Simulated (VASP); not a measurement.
# Be64C33 (a cell with a defect) in VASP: notebook, part 2 of 2

VASP 6.6.1. Earlier steps stand in the parts before.

**3. Single point, PBEsol**

INCAR reads:

```
SYSTEM = Be64C33
PREC = Accurate ; ENCUT = 520
EDIFF = 1E-6 ; ISMEAR = -1
SIGMA = 0.05 ; LREAL = Auto
LASPH = .TRUE. ; NELM = 60
ALGO = Normal ; ISIF = 2
LWAVE = .FALSE. ; LCHARG = .TRUE.
GGA = PS ; LELF = .TRUE.
LVHAR = .TRUE. ; ISYM = 0
NBANDS = 184
```

KPOINTS reads:

```
Automatic mesh
0
Gamma
  1 1 1
  0.25 0.25 0.25
```

POSCAR reads:

```
Be64C33
1.0
    8.6212760000      0.0000000000      0.0000000000
    0.0000000000      8.6212760000      0.0000000000
    0.0000000000      0.0000000000      8.6212760000
Be C
64 33
Direct
    0.3755180000      0.1250010000      0.1278260000
    0.3758440000      0.1218070000      0.6291710000
    0.3763660000      0.6275550000      0.1315590000
    0.3470730000      0.6388640000      0.6429870000
    0.8759170000      0.1251160000      0.1258990000
    0.8749440000      0.1226820000      0.6248810000
    0.8787700000      0.6235350000      0.1225030000
    0.8705730000      0.6232450000      0.6242180000
    0.1268810000      0.3746600000      0.1288990000
    0.1186590000      0.3760270000      0.6302630000
    0.1257670000      0.8752260000      0.1277780000
    0.1221790000      0.8765300000      0.6272410000
    0.6282770000      0.3760360000      0.1207040000
    0.6135090000      0.3738780000      0.6161590000
    0.6252780000      0.8765720000      0.1241770000
    0.6229890000      0.8760980000      0.6249620000
    0.1258480000      0.1250430000      0.3775840000
    0.1238920000      0.1251000000      0.8779170000
    0.1297660000      0.6275180000      0.3783960000
    0.1204970000      0.6234850000      0.8807350000
    0.6271810000      0.1217820000      0.3778660000
    0.6228980000      0.1226230000      0.8770080000
    0.6408830000      0.6388010000      0.3489740000
    0.6222910000      0.6232830000      0.8725830000
    0.1262610000      0.1253860000      0.1283050000
    0.1239840000      0.1250790000      0.6287250000
    0.1269880000      0.6257460000      0.1289920000
    0.1148690000      0.6249360000      0.6290950000
    0.6267210000      0.1250810000      0.1260120000
    0.6258530000      0.1249350000      0.6278990000
    0.6271340000      0.6249920000      0.1168110000
    0.6232490000      0.6298810000      0.6253060000
    0.3764000000      0.3700180000      0.3783400000
    0.3725250000      0.3748860000      0.8868420000
    0.3738070000      0.8749520000      0.3757490000
    0.3729370000      0.8748020000      0.8776290000
    0.8848010000      0.3749320000      0.3745510000
    0.8726710000      0.3741380000      0.8746570000
    0.8756700000      0.8748060000      0.3749250000
    0.8734010000      0.8744980000      0.8753440000
    0.3773650000      0.3766000000      0.1310630000
    0.3587420000      0.3610810000      0.6546950000
    0.3767530000      0.8772620000      0.1266380000
    0.3724810000      0.8780960000      0.6257720000
    0.8791540000      0.3764020000      0.1229130000
    0.8698870000      0.3723650000      0.6252560000
    0.8757630000      0.8747870000      0.1257300000
    0.8738060000      0.8748420000      0.6260660000
    0.3766680000      0.1237930000      0.3786790000
    0.3743750000      0.1233090000      0.8794670000
    0.3861310000      0.6260210000      0.3874880000
    0.3713780000      0.6238370000      0.8829350000
    0.8774780000      0.1233470000      0.3764020000
    0.8738860000      0.1246590000      0.8758620000
    0.8809900000      0.6238510000      0.3733800000
    0.8727720000      0.6252240000      0.8747410000
    0.1290860000      0.3766400000      0.3794280000
    0.1208880000      0.3763520000      0.8811400000
    0.1247140000      0.8772060000      0.3787600000
    0.1237410000      0.8747700000      0.8777420000
    0.6526160000      0.3610040000      0.3606270000
    0.6232940000      0.3723280000      0.8720850000
    0.6238090000      0.8780730000      0.3744780000
    0.6241400000      0.8748840000      0.8758150000
    0.9998290000      0.9999430000      0.0018210000
    0.9998270000      0.9999480000      0.5018200000
    0.9998270000      0.4999440000      0.0018220000
    0.9998310000      0.4999410000      0.5018210000
    0.4998240000      0.9999470000      0.0018180000
    0.4998290000      0.9999350000      0.5018220000
    0.4998300000      0.4999400000      0.0018230000
    0.5548270000      0.4998300000      0.4459970000
    0.2500700000      0.2498950000      0.0050890000
    0.2498570000      0.2495550000      0.5049200000
    0.2493690000      0.7506460000      0.0037220000
    0.2451810000      0.7561120000      0.5030880000
    0.7502820000      0.2492430000      0.9999180000
    0.7544990000      0.2437530000      0.5005520000
    0.7495900000      0.7499880000      0.9985540000
    0.7497800000      0.7503300000      0.4987290000
    0.2509610000      0.0011460000      0.2529530000
    0.2482790000      0.9999860000      0.7533590000
    0.2543990000      0.5009850000      0.2563210000
    0.2381320000      0.4999070000      0.7635080000
    0.7513820000      0.9998960000      0.2502890000
    0.7486930000      0.9987440000      0.7506920000
    0.7615350000      0.4999710000      0.2401260000
    0.7452600000      0.4989080000      0.7473330000
    0.0031260000      0.2499460000      0.2521110000
    0.9979310000      0.2492630000      0.7522380000
    0.0017200000      0.7506230000      0.2514040000
    0.9965320000      0.7499380000      0.7515390000
    0.5028490000      0.2494410000      0.2517280000
    0.4984920000      0.2436680000      0.7566470000
    0.5011620000      0.7562000000      0.2470280000
    0.4968150000      0.7504370000      0.7518980000
    0.4447770000      0.5001340000      0.5576550000
```

Potentials or basis: VASP PAW PBE potentials, release 64 (Be, C).

On the command line:

```
$ cat potpaw_PBE.64/Be/POTCAR potpaw_PBE.64/C/POTCAR > POTCAR
$ mpirun -np 1 vasp_std > vasp.out
```

OUTCAR:

```text
SYSTEM = Be64C33
   PREC = Accurate
   ENCUT = 520
   EDIFF = 1E-6
   ISMEAR = -1
   LREAL = Auto
   LASPH = .TRUE.
   NELM = 60
   ISIF = 2
   GGA = PS
   ISYM = 0

 ion  position               nearest neighbor table
   1  0.376  0.125  0.128-  73 1.86  81 1.86  69 1.87  93 1.87  43 2.14  50 2.14  25 2.15  49 2.16
                            29 2.17  41 2.17
   2  0.376  0.122  0.629-  94 1.85  70 1.86  82 1.86  74 1.88  42 2.08  44 2.10  30 2.16  50 2.16
                            49 2.16  26 2.17
   3  0.376  0.628  0.132-  95 1.84  83 1.86  75 1.88  71 1.90  52 2.14  27 2.15  43 2.15  41 2.16
                            31 2.17  51 2.21
   4  0.347  0.639  0.643-  97 1.64  76 1.80  84 1.84  96 1.86  28 2.01  44 2.08  52 2.08  51 2.23
                            32 2.39
   5  0.876  0.125  0.126-  65 1.86  85 1.86  77 1.87  89 1.88  29 2.15  54 2.16  47 2.16  25 2.16
                            53 2.16  45 2.17
   6  0.875  0.123  0.625-  78 1.82  66 1.85  86 1.87  90 1.88  48 2.14  53 2.14  26 2.15  30 2.15
                            46 2.15  54 2.16
   7  0.879  0.624  0.123-  87 1.78  67 1.82  91 1.89  79 1.89  45 2.13  56 2.14  27 2.14  55 2.16
                            47 2.17  31 2.17
   8  0.871  0.623  0.624-  88 1.86  80 1.86  68 1.87  92 1.89  28 2.11  32 2.13  56 2.16  46 2.16
                            55 2.16  48 2.17
   9  0.127  0.375  0.129-  89 1.85  73 1.85  67 1.89  83 1.90  45 2.14  58 2.14  25 2.15  41 2.16
[... 121 lines left out ...]
  70  0.500  1.000  0.502-  16 1.84  49 1.84  44 1.86  21 1.86  63 1.86   2 1.86  35 1.88  30 1.88

  71  0.500  0.500  0.002-  34 1.83  31 1.83  13 1.85  52 1.85  24 1.87  41 1.87  62 1.90   3 1.90

  72  0.555  0.500  0.446-  97 1.35  61 1.64  23 1.64  51 1.89  14 1.89  33 1.99  32 2.00
  73  0.250  0.250  0.005-  34 1.82  25 1.85   9 1.85   1 1.86  50 1.87  18 1.88  58 1.89  41 1.89

  74  0.250  0.250  0.505-  57 1.86  33 1.86  26 1.86  42 1.86  17 1.87   2 1.88  49 1.89  10 1.91

  75  0.249  0.751  0.004-  52 1.84  11 1.85  27 1.85  36 1.86  60 1.87  43 1.88   3 1.88  20 1.89
[... 39 lines left out ...]
  95  0.501  0.756  0.247-  23 1.80  43 1.82  15 1.83   3 1.84  63 1.85  35 1.87  51 1.93  31 1.93

  96  0.497  0.750  0.752-  24 1.86  32 1.86  36 1.86   4 1.86  64 1.87  44 1.88  16 1.89  52 1.91

  97  0.445  0.500  0.558-  72 1.35   4 1.64  42 1.64  14 1.89  51 1.89  32 1.99  33 2.00

IMPORTANT INFORMATION: All symmetrisations will be switched off!
NOSYMM: (Re-)initialisation of all symmetry stuff for point group C_1.

----------------------------------------------------------------------------------------

                                     Primitive cell

  volume of cell :     640.7884

  direct lattice vectors                    reciprocal lattice vectors
     8.621276000  0.000000000  0.000000000     0.115992111  0.000000000  0.000000000
     0.000000000  8.621276000  0.000000000     0.000000000  0.115992111  0.000000000
     0.000000000  0.000000000  8.621276000     0.000000000  0.000000000  0.115992111

  length of vectors
     8.621276000  8.621276000  8.621276000     0.115992111  0.115992111  0.115992111

  position of ions in fractional coordinates (direct lattice)
     0.375518000  0.125001000  0.127826000
     0.375844000  0.121807000  0.629171000
     0.376366000  0.627555000  0.131559000
     0.347073000  0.638864000  0.642987000
     0.875917000  0.125116000  0.125899000
     0.874944000  0.122682000  0.624881000
[... 89 lines left out ...]
     0.496815000  0.750437000  0.751898000
     0.444777000  0.500134000  0.557655000

  ion indices of the primitive-cell ions
   primitive index   ion index
                 1           1
                 2           2
                 3           3
                 4           4
                 5           5
                 6           6
[... 89 lines left out ...]
                96          96
                97          97

----------------------------------------------------------------------------------------

 KPOINTS: Automatic mesh

Automatic generation of k-mesh.
 Grid dimensions read from file:
   k-points           NKPTS =      4   k-points in BZ     NKDIM =      4   number of bands    NBANDS=    184
   number of dos      NEDOS =    301   number of ions     NIONS =     97
   total plane-waves  NPLWV = 262144
   dimension x,y,z NGX =    64 NGY =   64 NGZ =   64
   dimension x,y,z NGXF=   128 NGYF=  128 NGZF=  128
   ions per type =              64  33
   NGX,Y,Z   is equivalent  to a cutoff of  12.34, 12.34, 12.34 a.u.
   NGXF,Y,Z  is equivalent  to a cutoff of  24.68, 24.68, 24.68 a.u.
 SYSTEM =  Be64C33
   PREC   = accura    normal or accurate (medium, high low for compatibility)
   ISTART =      0    job   : 0-new  1-cont  2-samecut
   ICHARG =      2    charge: 1-file 2-atom 10-const
   ISPIN  =      1    spin polarized calculation?
   LNONCOLLINEAR =      F non collinear calculations
   LSORBIT =      F    spin-orbit coupling
   LASPH  =      T    aspherical Exc in radial PAW
   ENCUT  =  520.0 eV  38.22 Ry    6.18 a.u.  16.03 16.03 16.03*2*pi/ulx,y,z
   NELM   =     60;   NELMIN=  2; NELMDL= -5     # of ELM steps
   EDIFF  = 0.1E-05   stopping-criterion for ELM
   LREAL  =      T    real-space projection
   EDIFFG = 0.1E-04   stopping-criterion for IOM
   NSW    =      0    number of steps for IOM
   IBRION =     -1    ionic relax: 0-MD 1-quasi-New 2-CG
   NFREE  =      0    steps in history (QN), initial steepest desc. (CG)
   ISIF   =      2    stress and relaxation
   ISYM   =      0    0-nonsym 1-usesym 2-fastsym
   POTIM  = 0.5000    time-step for ionic-motion
   TEBEG  =    0.0;   TEEND  =   0.0 temperature during run
   PSTRESS=    0.0 pullay stress
   NELECT =     260.0000    total number of electrons
   NUPDOWN=      -1.0000    fix difference up-down
   EMIN   =  10.00;   EMAX   =-10.00  energy-range for DOS
   EFERMI =   0.00;   METHOD = LEGACY
   ISMEAR =    -1;   SIGMA  =   0.05  broadening in eV -4-tet -1-fermi 0-gaus
   EFERMI_NEDOS =   21; number of points for ismear=-14 and -15
   IALGO  =     38    algorithm
   IMIX   =      4    mixing-type and parameters
     AMIX     =   0.40;   BMIX     =  1.00
     AMIX_MAG =   1.60;   BMIX_MAG =  1.00
  volume/ion in A,a.u.               =       6.61        44.58
  Fermi-wavevector in a.u.,A,eV,Ry     =   1.211977  2.290305 19.985440  1.468888
  Thomas-Fermi vector in A             =   2.347476
   LORBIT       =      0    0 simple, 1 ext, 2 COOP (PROOUT), +10 PAW based schemes
   GGA     = PS    functional components
   LHFCALC =     F    Hartree Fock is set to
   AEXX    =    0.0000 exact exchange contribution
   IVDW    =     0    specifies the selected vdW correction
   LEPSILON=     F    determine dielectric tensor
   LRPA    =     F    only Hartree local field effects (RPA)
 non-spin polarized calculation
  energy-cutoff  :      520.00
  volume of cell :      640.79
 maximum number of plane-waves:     17254
   NGX = 33   NGY = 33   NGZ = 33

 number of electron     260.0000015 magnetization

 Free energy of the ion-electron system (eV)
  ---------------------------------------------------
  ext. energy  EPLUGINS =         0.00000000
  ---------------------------------------------------
  free energy    TOTEN  =      -591.91206721 eV

  energy without entropy =     -591.90137218  energy(sigma->0) =     -591.90671969

 E-fermi :   8.5731     XC(G=0): -11.6124

 val. band max:        8.4101693535   @ k =   0.2500  -0.2500   0.2500
 cond. band min:       8.7448965060   @ k =   0.2500  -0.2500   0.2500
 fundamental gap:      0.3347271525
 Fermi energy:         8.5731475620

 k-point     1 :       0.2500    0.2500    0.2500
  band No.  band energies     occupation
      1      -8.7060      2.00000
      2      -6.9103      2.00000
      3      -6.3852      2.00000
      4      -6.3611      2.00000
      5      -6.1241      2.00000
      6      -5.7514      2.00000
[... 569 lines left out ...]
    141      12.2487      0.00000
    142      12.2536      0.00000
 [bands above 142 left out]

------------------------ aborting loop because EDIFF is reached ----------------------------------------

  FORCE on cell =-STRESS in cart. coord.  units (eV):
  Direction    XX          YY          ZZ          XY          YZ          ZX
  --------------------------------------------------------------------------------------
  -------------------------------------------------------------------------------------
  Total       19.8314837     19.8661647     20.1507836     -3.5104115     -3.5079490    -14.2760579
  in kB       49.5850944     49.6718079     50.3834468     -8.7771590     -8.7710020    -35.6947413
  external PRESSURE =      49.8801163 kB  Pullay stress =       0.0000000 kB

 VOLUME and BASIS-vectors are now :
 -----------------------------------------------------------------------------
  energy-cutoff  :      520.00
  volume of cell :      640.79
      direct lattice vectors                 reciprocal lattice vectors
     8.621276000  0.000000000  0.000000000     0.115992111  0.000000000  0.000000000
     0.000000000  8.621276000  0.000000000     0.000000000  0.115992111  0.000000000
     0.000000000  0.000000000  8.621276000     0.000000000  0.000000000  0.115992111

 POSITION                                       TOTAL-FORCE (eV/Angst)
 -----------------------------------------------------------------------------------
      3.23744      1.07767      1.10202         0.099162      0.034406      0.031752
      3.24025      1.05013      5.42426        -0.026247      0.036260     -0.030417
      3.24476      5.41032      1.13421         0.000872      0.005685     -0.005271
      2.99221      5.50782      5.54337         0.235618      0.062294      0.099136
      7.55152      1.07866      1.08541         0.015933      0.021679      0.013060
      7.54313      1.05768      5.38727         0.039017      0.019277      0.048181
[... 89 lines left out ...]
      4.28318      6.46972      6.48232        -0.012367      0.069975      0.045757
      3.83455      4.31179      4.80770        -0.071763     -0.015240      0.059144
 -----------------------------------------------------------------------------------
    total drift:                               -0.018041     -0.010097      0.065548

  FREE ENERGIE OF THE ION-ELECTRON SYSTEM (eV)
  ---------------------------------------------------
  free  energy   TOTEN  =      -591.9120672069 eV

  energy  without entropy=     -591.9013721753  energy(sigma->0) =     -591.90671969
```

It took 23 min on 1 thread of Intel Xeon 8259CL, shared host; peak memory 0.74 GiB.

What came out:

```yaml
Free_energy: -591.9121 eV
Pressure: 5.0 GPa
Largest_force: 0.268 eV/Å
Band_gap_on_the_k_mesh: 0.33 eV
```

Forces on the atoms (eV/Å):
```
Be   0.099  0.034  0.032
Be  -0.026  0.036 -0.030
Be   0.001  0.006 -0.005
Be   0.236  0.062  0.099
Be   0.016  0.022  0.013
Be   0.039  0.019  0.048
Be   0.027  0.007  0.013
Be  -0.002  0.049 -0.005
Be   0.023  0.029  0.018
Be   0.037  0.001  0.008
Be   0.018  0.022  0.018
Be   0.006  0.014  0.027
Be   0.004  0.001  0.032
Be   0.108 -0.123  0.091
Be   0.025  0.014  0.002
Be   0.012 -0.033  0.018
Be   0.035  0.033  0.091
Be   0.015  0.024  0.016
Be  -0.007  0.007 -0.005
Be   0.014  0.008  0.027
Be  -0.033  0.037 -0.028
Be   0.044  0.021  0.038
Be   0.102  0.058  0.225
Be  -0.010  0.050 -0.001
Be  -0.014 -0.022 -0.018
Be   0.004  0.006 -0.073
Be  -0.024 -0.017 -0.025
Be  -0.015 -0.006  0.003
Be  -0.077  0.004  0.001
Be  -0.027 -0.043 -0.027
Be   0.004 -0.007 -0.015
Be  -0.120  0.090 -0.111
Be   0.122 -0.091  0.111
Be  -0.002  0.007  0.014
Be   0.027  0.043  0.025
Be   0.078 -0.004 -0.002
Be   0.016  0.007 -0.004
Be   0.024  0.018  0.023
Be  -0.003 -0.006  0.071
Be   0.013  0.023  0.016
Be   0.010 -0.049  0.000
Be  -0.096 -0.053 -0.233
Be  -0.043 -0.022 -0.038
Be   0.033 -0.036  0.028
Be  -0.014 -0.008 -0.029
Be   0.007 -0.006  0.003
Be  -0.014 -0.023 -0.017
Be  -0.035 -0.033 -0.092
Be  -0.012  0.033 -0.019
Be  -0.024 -0.013 -0.002
Be  -0.108  0.125 -0.095
Be  -0.004  0.001 -0.034
Be  -0.004 -0.014 -0.029
Be  -0.018 -0.022 -0.018
Be  -0.038 -0.001 -0.009
Be  -0.023 -0.029 -0.019
Be   0.002 -0.048  0.003
Be  -0.027 -0.007 -0.014
Be  -0.039 -0.021 -0.049
Be  -0.015 -0.022 -0.014
Be  -0.247 -0.050 -0.090
Be  -0.001 -0.005  0.004
Be   0.028 -0.036  0.028
Be  -0.099 -0.035 -0.033
C   -0.002  0.000  0.006
C   -0.001 -0.002  0.007
C   -0.001 -0.001  0.006
C   -0.002  0.000  0.007
C   -0.001 -0.002  0.007
C   -0.002  0.001  0.006
C   -0.002  0.000  0.006
C    0.082 -0.008 -0.074
C   -0.018  0.006 -0.012
C   -0.043 -0.065  0.005
C    0.000 -0.004  0.020
C   -0.018 -0.062  0.006
C    0.001  0.006 -0.018
C    0.015  0.063 -0.006
C    0.017 -0.006  0.016
C    0.048  0.067 -0.002
C   -0.007 -0.026  0.004
C    0.002 -0.010  0.001
C    0.014  0.021  0.017
C   -0.009  0.005  0.021
C    0.003  0.009  0.000
C    0.003  0.018  0.002
C    0.013 -0.003 -0.007
C   -0.020 -0.017 -0.019
C   -0.022  0.001 -0.020
C   -0.028 -0.003  0.007
C    0.028  0.002 -0.001
C    0.020  0.000  0.008
C    0.010 -0.068 -0.051
C   -0.002  0.057  0.011
C    0.000 -0.057 -0.022
C   -0.012  0.070  0.046
C   -0.072 -0.015  0.059
```

Levels at points of the mesh, in eV from the valence-band top:
```
           k point  band 127  band 128  band 129  band 130  band 131  band 132  band 133  band 134
(0.25, 0.25, 0.25)     -1.70     -1.03     -1.03     -0.21      0.56      1.50      1.71      2.06
```

Caveat: the PAW data sets were made with another functional, which shifts forces and pressure a little.
